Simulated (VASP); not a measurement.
# Al34CN36 (a cell with a defect) in VASP: single point with PBE

Aim: the single point of Al34CN36 (a cell with a defect) with PBE.

Program: VASP 6.6.1. These are calculated values, not measurements. Logs are shortened: lines on timing, memory, paths and dates and some standing lists are left out, and cuts for length are marked.

### Step 1. The cell of the first run

The cell holds a defect, 71 atoms: a = 9.389 Å, b = 9.389 Å, c = 10.035 Å, α = 90.00°, β = 90.00°, γ = 120.00°.

### Step 2. Single point, PBE, collinear spin

The input, INCAR:

```
ALGO = Normal
EDIFF = 1E-6
ENCUT = 520
GGA = PE
ISIF = 2
ISMEAR = 0
ISPIN = 2
LASPH = T
LCHARG = F
LORBIT = 11
LREAL = Auto
LWAVE = F
MAGMOM = 0 0.01 0 0 0 0 0 0 0 0 0 0 0 0 0 0 0 0 0 0 0 0 0 0 0 0 0 0 0 0 0 0 0 0 0.01 0.04 0 0 0.05 0.21 0.02 0 0.01 0.01 0 0 0.06 0.01 0 0 0.31 0.31 0.03 0.24 0.3 0.01 0.02 0 0.03 0 0 0 0.02 0.06 0 0 0 0.02 0 0 0.24
NBANDS = 188
NELECT = 287.0
NELM = 150
NUPDOWN = 3.0
PREC = Accurate
SIGMA = 0.01
```

The input, KPOINTS:

```
Automatic mesh
0
Gamma
  1 1 1
  0.25 0.25 0.25
```

The input, POSCAR:

```
Al34CN36
1.0
    9.3892708701      0.0000000899      0.0000000000
   -4.6946355101      8.1313470499      0.0000000000
    0.0000000000      0.0000000000     10.0348065900
Al N C
34 36 1
Direct
    0.2270787661      0.1122926251      0.2549123666
    0.1038365833      0.2091055499      0.5019346715
    0.2229083031      0.1119410939      0.7524740181
    0.1157555362      0.2319268206      1.0042908236
    0.1144241946      0.5535835329      0.4897738611
    0.2255820734      0.4464009787      0.7499196610
    0.1110434173      0.5591111299      1.0017761349
    0.2225431979      0.7793292507      0.2481278984
    0.1104185972      0.8851759064      0.5009750884
    0.2235244783      0.7766322906      0.7475436355
    0.1119845209      0.8905643136      1.0010453000
    0.5545639170      0.1118076903      0.2507846359
    0.4438594280      0.2224744537      0.5037697699
    0.5560944400      0.1113533225      0.7513069418
    0.4461007382      0.2253167258      1.0006418860
    0.5539753511      0.4466145852      0.2535835523
    0.5571264271      0.4458308415      0.7478095710
    0.4475245273      0.5596126950      0.9962301905
    0.5546771503      0.7777094186      0.2507571505
    0.4439150125      0.8875201315      0.5008174418
    0.5563742778      0.7779735566      0.7476070559
    0.4451494948      0.8905175503      0.9991536478
    0.8815419747      0.1085217775      0.2559645404
    0.7759179624      0.2205445628      0.5008774354
    0.8902977281      0.1119652387      0.7520080604
    0.7793832809      0.2252395307      1.0004777617
    0.8871962094      0.4461928377      0.2511460505
    0.7780341863      0.5550744128      0.5010092335
    0.8917741694      0.4448798807      0.7471304833
    0.7784618109      0.5559777130      1.0006159652
    0.8885292447      0.7782336242      0.2498659178
    0.7740288270      0.8825705759      0.5025607917
    0.8895437458      0.7773320027      0.7516471945
    0.7790209048      0.8909555211      1.0008714524
    0.2218487753      0.1078499751      0.4434097596
    0.1173046381      0.2351390003      0.2050667001
    0.2213145727      0.1152351470      0.9440615120
    0.1124386027      0.2231063758      0.6900093715
    0.1782352808      0.4074430296      0.4037000824
    0.0961303004      0.5696561088      0.1835806412
    0.2216100661      0.4482144415      0.9414698611
    0.1147662682      0.5536086088      0.6824371667
    0.2228421313      0.7770816002      0.4392756780
    0.1122510886      0.8956810955      0.1913253170
    0.2233337225      0.7811322673      0.9371600970
    0.1121199285      0.8889710342      0.6915378179
    0.5539283950      0.1108054627      0.4412445162
    0.4441172470      0.2231511290      0.1905208707
    0.5567315612      0.1136396175      0.9413092227
    0.4442096788      0.2208964582      0.6932645184
    0.5657565432      0.4325825645      0.4379494816
    0.4700841543      0.5694622979      0.1810719728
    0.5576294083      0.4449163249      0.9395097409
    0.4463282815      0.5562149942      0.7078380969
    0.5654555763      0.7994633442      0.4353523991
    0.4442947615      0.8911766881      0.1887540500
    0.5588139689      0.7842497127      0.9391336760
    0.4455505300      0.8902579982      0.6904856829
    0.8837565538      0.1052861534      0.4439939239
    0.7776256433      0.2229820743      0.1916569298
    0.8935254748      0.1156727518      0.9438593976
    0.7782719453      0.2211499444      0.6913045823
    0.8892616874      0.4430053588      0.4416694996
    0.7771644568      0.5563466372      0.1905370806
    0.8895545173      0.4455545077      0.9368595616
    0.7810703236      0.5564320923      0.6908445525
    0.8895777989      0.7770993162      0.4409725745
    0.7823738638      0.8938666555      0.1901571610
    0.8898744952      0.7793478887      0.9416258770
    0.7808709879      0.8899570971      0.6928501884
    0.1800283561      0.3871649006      0.2749273400
```

Potentials or basis: VASP PAW PBE potentials, release 64 (Al, N, C).

Started as:

```
$ cat potpaw_PBE.64/Al/POTCAR potpaw_PBE.64/N/POTCAR potpaw_PBE.64/C/POTCAR > POTCAR
$ mpirun -np 1 vasp_std > vasp.out
```

OUTCAR:

```text
EDIFF = 1E-6
   ENCUT = 520
   GGA = PE
   ISIF = 2
   ISMEAR = 0
   ISPIN = 2
   LASPH = T
   LORBIT = 11
   LREAL = Auto
   NELECT = 287.0
   NELM = 150
   NUPDOWN = 3.0
   PREC = Accurate

 ion  position               nearest neighbor table
   1  0.227  0.112  0.255-  44 1.87  48 1.88  35 1.89  36 1.96  13 3.06   2 3.06  12 3.08   9 3.08
                            16 3.10   8 3.11  15 3.11  11 3.12   4 3.14  31 3.16  23 3.23
   2  0.104  0.209  0.502-  35 1.88  59 1.88  38 1.89  39 1.90  71 2.70  25 3.05   1 3.06  23 3.06
                             3 3.07   9 3.07  32 3.08  13 3.13  24 3.13   6 3.15   5 3.19
   3  0.223  0.112  0.752-  50 1.90  38 1.91  46 1.91  37 1.92   2 3.07  13 3.08  11 3.08  15 3.08
                            25 3.12   9 3.13   6 3.13   4 3.13  14 3.13  33 3.14  17 3.14  10 3.15
   4  0.116  0.232  0.004-  41 1.87  37 1.91  61 1.91  36 2.01   6 3.09   7 3.09  18 3.10  25 3.13
                            26 3.13   3 3.13  15 3.13   1 3.14  23 3.16  34 3.18  11 3.19
   5  0.114  0.554  0.490-  43 1.89  63 1.89  42 1.93  39 1.95  27 3.03   8 3.04  20 3.12   9 3.13
                            29 3.15  24 3.15   6 3.16  10 3.16  28 3.17   2 3.19
   6  0.226  0.446  0.750-  54 1.84  42 1.90  38 1.91  41 1.92  18 3.06   4 3.09  21 3.11  10 3.11
                            17 3.12  29 3.13   3 3.13   7 3.13  25 3.14   2 3.15   5 3.16
   7  0.111  0.559  0.002-  40 1.84  41 1.90  65 1.92  45 1.92   8 3.05  27 3.09   4 3.09  10 3.10
                            11 3.11  30 3.11  29 3.12  26 3.12  22 3.12   6 3.13  18 3.16
   8  0.223  0.779  0.248-  40 1.84  56 1.90  43 1.92  44 1.93   5 3.04   7 3.05  11 3.07  22 3.09
                             9 3.10   1 3.11  20 3.11  12 3.12  19 3.13  31 3.13  27 3.14
   9  0.110  0.885  0.501-  67 1.89  43 1.90  35 1.90  46 1.91  10 3.06   2 3.07   1 3.08  33 3.09
[... 74 lines left out ...]
  58  0.446  0.890  0.690-  10 1.89  14 1.90  21 1.90  20 1.90
  59  0.884  0.105  0.444-   2 1.88  23 1.89  24 1.90  32 1.90
  60  0.778  0.223  0.192-  23 1.89  12 1.91  27 1.91  26 1.92
  61  0.894  0.116  0.944-  26 1.91   4 1.91  34 1.91  25 1.93
  62  0.778  0.221  0.691-  25 1.90  29 1.90  14 1.90  24 1.91
  63  0.889  0.443  0.442-   5 1.89  24 1.90  28 1.91  27 1.91
  64  0.777  0.556  0.191-  27 1.89  31 1.90  30 1.91  16 1.92
  65  0.890  0.446  0.937-  26 1.90  29 1.90  30 1.91   7 1.92
  66  0.781  0.556  0.691-  29 1.89  33 1.90  28 1.91  17 1.91
  67  0.890  0.777  0.441-   9 1.89  32 1.90  28 1.90  31 1.92
  68  0.782  0.894  0.190-  23 1.87  34 1.90  31 1.90  19 1.95
  69  0.890  0.779  0.942-  11 1.90  34 1.90  33 1.91  30 1.91
  70  0.781  0.890  0.693-  33 1.89  25 1.90  21 1.91  32 1.91
  71  0.180  0.387  0.275-  39 1.31  36 1.43   2 2.70

  LATTYP: Found a hexagonal cell.
 ALAT       =     9.3892708701
 C/A-ratio  =     1.0687524866

  Lattice vectors:

 A1 = (   9.3892708701,   0.0000000899,   0.0000000000)
 A2 = (  -4.6946355101,   8.1313470499,   0.0000000000)
 A3 = (   0.0000000000,   0.0000000000,  10.0348065900)

Analysis of symmetry for initial positions (statically):
=====================================================================
 Subroutine PRICEL returns:
 Original cell was already a primitive cell.

 Routine SETGRP: Setting up the symmetry group for a
 hexagonal supercell.

 Subroutine GETGRP returns: Found  1 space group operations
 (whereof  1 operations were pure point group operations)
 out of a pool of 24 trial point group operations.

The static configuration has the point symmetry C_1 .

Analysis of symmetry for dynamics (positions and initial velocities):
=====================================================================
 Subroutine PRICEL returns:
 Original cell was already a primitive cell.

 Routine SETGRP: Setting up the symmetry group for a
 hexagonal supercell.

 Subroutine GETGRP returns: Found  1 space group operations
 (whereof  1 operations were pure point group operations)
 out of a pool of 24 trial point group operations.

The dynamic configuration has the point symmetry C_1 .

Analysis of structural, dynamic, and magnetic symmetry:
=====================================================================
 Subroutine PRICEL returns:
 Original cell was already a primitive cell.

 Routine SETGRP: Setting up the symmetry group for a
 hexagonal supercell.

 Subroutine GETGRP returns: Found  1 space group operations
 (whereof  1 operations were pure point group operations)
[... 237 lines left out ...]
   EFERMI_NEDOS =   21; number of points for ismear=-14 and -15
   IALGO  =     38    algorithm
   IMIX   =      4    mixing-type and parameters
     AMIX     =   0.40;   BMIX     =  1.00
     AMIX_MAG =   1.60;   BMIX_MAG =  1.00
  volume/ion in A,a.u.               =      10.79        72.82
  Fermi-wavevector in a.u.,A,eV,Ry     =   1.180142  2.230145 18.949318  1.392736
  Thomas-Fermi vector in A             =   2.316440
   LORBIT       =     11    0 simple, 1 ext, 2 COOP (PROOUT), +10 PAW based schemes
   GGA     = PE    functional components
   LHFCALC =     F    Hartree Fock is set to
   AEXX    =    0.0000 exact exchange contribution
   IVDW    =     0    specifies the selected vdW correction
   LEPSILON=     F    determine dielectric tensor
   LRPA    =     F    only Hartree local field effects (RPA)
 spin polarized calculation
 Gauss-broadening in eV      SIGMA  =   0.01
  energy-cutoff  :      520.00
  volume of cell :      766.13
 maximum number of plane-waves:     20622
 NGX is ok and might be reduce to    70
   NGX = 35   NGY = 35   NGZ = 37

 number of electron     286.9999999 magnetization       2.9999957

 Free energy of the ion-electron system (eV)
  ---------------------------------------------------
  ext. energy  EPLUGINS =         0.00000000
  ---------------------------------------------------
  free energy    TOTEN  =      -516.23616374 eV

  energy without entropy =     -516.23616374  energy(sigma->0) =     -516.23616374

 E-fermi :   6.4070     XC(G=0): -10.7204

 val. band max:        8.0895070487   @ k =   0.2500   0.5000   0.2500
 cond. band min:       6.4517393834   @ k =   0.5000   0.2500   0.2500
 fundamental gap:     -1.6377676652
 Fermi energy:         8.1805197071

 spin component 1

 k-point     1 :       0.2500    0.2500    0.2500
  band No.  band energies     occupation
      1     -11.7513      1.00000
      2      -9.3218      1.00000
      3      -9.1178      1.00000
      4      -8.9208      1.00000
      5      -8.8402      1.00000
      6      -8.6596      1.00000
[... 937 lines left out ...]
    154      11.4578      0.00000
    155      11.4696      0.00000
 Fermi energy:         6.4069849550

 spin component 2

 k-point     1 :       0.2500    0.2500    0.2500
  band No.  band energies     occupation
      1     -11.5419      1.00000
      2      -9.2481      1.00000
      3      -9.0480      1.00000
      4      -8.8937      1.00000
      5      -8.7948      1.00000
      6      -8.6259      1.00000
[... 937 lines left out ...]
    154      11.4771      0.00000
    155      11.4996      0.00000
 [bands above 155 left out]

------------------------ aborting loop because EDIFF is reached ----------------------------------------

  FORCE on cell =-STRESS in cart. coord.  units (eV):
  Direction    XX          YY          ZZ          XY          YZ          ZX
  --------------------------------------------------------------------------------------
  -------------------------------------------------------------------------------------
  Total       14.8174435     13.8704733     11.7782042      1.0458686     -4.6197307      2.5811070
  in kB       30.9870682     29.0067112     24.6312407      2.1871791     -9.6610398      5.3977557
  external PRESSURE =      28.2083400 kB  Pullay stress =       0.0000000 kB

 VOLUME and BASIS-vectors are now :
 -----------------------------------------------------------------------------
  energy-cutoff  :      520.00
  volume of cell :      766.13
      direct lattice vectors                 reciprocal lattice vectors
     9.389270870  0.000000090  0.000000000     0.106504542  0.061490427  0.000000000
    -4.694635510  8.131347050  0.000000000    -0.000000001  0.122980853  0.000000000
     0.000000000  0.000000000 10.034806590     0.000000000  0.000000000  0.099653141

 POSITION                                       TOTAL-FORCE (eV/Angst)
 -----------------------------------------------------------------------------------
      1.60493      0.91309      2.55800         0.034268     -0.038239     -0.004758
     -0.00672      1.70031      5.03682         0.000069      0.007174      0.024696
      1.56742      0.91023      7.55093         0.031617     -0.020736     -0.005242
     -0.00195      1.88588      0.04306        -0.020861      0.000760      0.016973
     -1.52451      4.50138      4.91479        -0.024865     -0.010415     -0.033305
      0.02236      3.62984      7.52530        -0.028002     -0.050429     -0.012281
[... 63 lines left out ...]
      3.15379      7.23655      6.95262        -0.036940      0.021392     -0.001600
     -0.12726      3.14817      2.75884        -0.002449      0.116110     -0.064323
 -----------------------------------------------------------------------------------
    total drift:                               -0.001096      0.000302      0.033013

  FREE ENERGIE OF THE ION-ELECTRON SYSTEM (eV)
  ---------------------------------------------------
  free  energy   TOTEN  =      -516.2361637365 eV

  energy  without entropy=     -516.2361637365  energy(sigma->0) =     -516.23616374

 total charge

# of ion       s       p       d       tot
------------------------------------------
    1        0.373   0.436   0.000   0.809
    2        0.377   0.446   0.000   0.823
    3        0.368   0.429   0.000   0.797
    4        0.368   0.420   0.000   0.788
    5        0.364   0.414   0.000   0.778
    6        0.371   0.442   0.000   0.814
[... 63 lines left out ...]
   70        1.224   2.629   0.000   3.853
   71        0.883   1.522   0.000   2.405
--------------------------------------------------
tot         57.688 110.459   0.000 168.147

 magnetization (x)

# of ion       s       p       d       tot
------------------------------------------
    1        0.001   0.003   0.000   0.004
    2        0.005   0.010   0.000   0.015
    3        0.000   0.000   0.000   0.000
    4        0.001   0.002   0.000   0.003
    5        0.002   0.003   0.000   0.004
    6       -0.001  -0.001   0.000  -0.002
[... 63 lines left out ...]
   70       -0.000   0.000   0.000   0.000
   71        0.100   0.272   0.000   0.372
--------------------------------------------------
tot          0.174   1.817   0.000   1.991
```

Wall time 2.1 h (1 thread of Oxide Virtual Turin-like, shared host); peak memory 1.7 GiB.

Results:

* Free energy: -516.2362 eV
* Largest force: 0.160 eV/Å
* Net moment: 3.00 μB per cell
* Site moments: Al +0.00, +0.01, -0.00, -0.01 (each value once); N +0.00, +0.05, +0.07, +0.17, +0.02, +0.01, +0.27, +0.28, +0.03, +0.23, -0.00 (each value once); C +0.37 μB
* Valence electrons inside the program's atomic spheres: Al 0.81, 0.82, 0.80, 0.79, 0.78 (each value once); N 3.86, 3.85, 3.84, 3.90, 3.81, 3.83, 3.78, 3.79 (each value once); C 2.40

Forces on the atoms (eV/Å):
```
Al   0.034 -0.038 -0.005
Al   0.000  0.007  0.025
Al   0.032 -0.021 -0.005
Al  -0.021  0.001  0.017
Al  -0.025 -0.010 -0.033
Al  -0.028 -0.050 -0.012
Al  -0.040  0.030  0.081
Al   0.017 -0.081 -0.020
Al  -0.005  0.010 -0.015
Al   0.033 -0.006 -0.009
Al  -0.016  0.003  0.011
Al   0.015 -0.026  0.028
Al   0.015  0.032 -0.036
Al   0.023 -0.018 -0.019
Al  -0.027  0.014  0.015
Al   0.054  0.032 -0.001
Al   0.096 -0.051 -0.007
Al  -0.038 -0.007  0.059
Al  -0.064 -0.024  0.055
Al   0.008  0.036 -0.037
Al   0.018  0.057 -0.007
Al  -0.038  0.013  0.033
Al   0.018  0.005  0.002
Al  -0.048  0.023 -0.009
Al   0.011 -0.012 -0.007
Al  -0.027  0.025  0.010
Al   0.066  0.036 -0.027
Al  -0.030 -0.016 -0.031
Al   0.012 -0.015 -0.017
Al  -0.004  0.012  0.028
Al   0.043 -0.040  0.008
Al  -0.040 -0.010 -0.003
Al   0.034 -0.020 -0.004
Al  -0.017  0.005  0.002
N    0.013 -0.031  0.015
N   -0.126 -0.079 -0.057
N    0.035 -0.017  0.001
N   -0.029  0.027 -0.001
N   -0.036  0.032  0.117
N   -0.012  0.001  0.040
N    0.087  0.021 -0.021
N   -0.022  0.017  0.016
N    0.035 -0.021  0.010
N   -0.031  0.043  0.000
N    0.032 -0.024 -0.008
N   -0.046  0.031 -0.001
N    0.007 -0.007  0.015
N   -0.037  0.037  0.006
N    0.039 -0.027 -0.003
N   -0.037  0.020  0.014
N    0.043 -0.067  0.029
N    0.028  0.021 -0.045
N    0.054 -0.033 -0.065
N   -0.012  0.012 -0.020
N    0.015 -0.019  0.015
N   -0.008  0.043 -0.028
N    0.052  0.002 -0.037
N   -0.039  0.020  0.023
N    0.032 -0.025  0.010
N   -0.015  0.015 -0.011
N    0.037 -0.024  0.013
N   -0.030  0.015  0.022
N    0.024 -0.020  0.008
N   -0.122  0.004 -0.027
N    0.029 -0.033 -0.012
N   -0.039  0.031  0.018
N    0.040  0.000  0.005
N   -0.015  0.012 -0.043
N    0.033 -0.006  0.000
N   -0.037  0.021 -0.002
C   -0.002  0.116 -0.064
```

Caveat: the k points lie up to 0.39 Å⁻¹ apart; the cell carries a net charge on a neutralising background, which shifts energy and pressure; the cell is charged against a uniform background, so pressure and absolute levels hang on convention; the total moment is fixed, so each spin has its own Fermi level and the state may be an excited one.
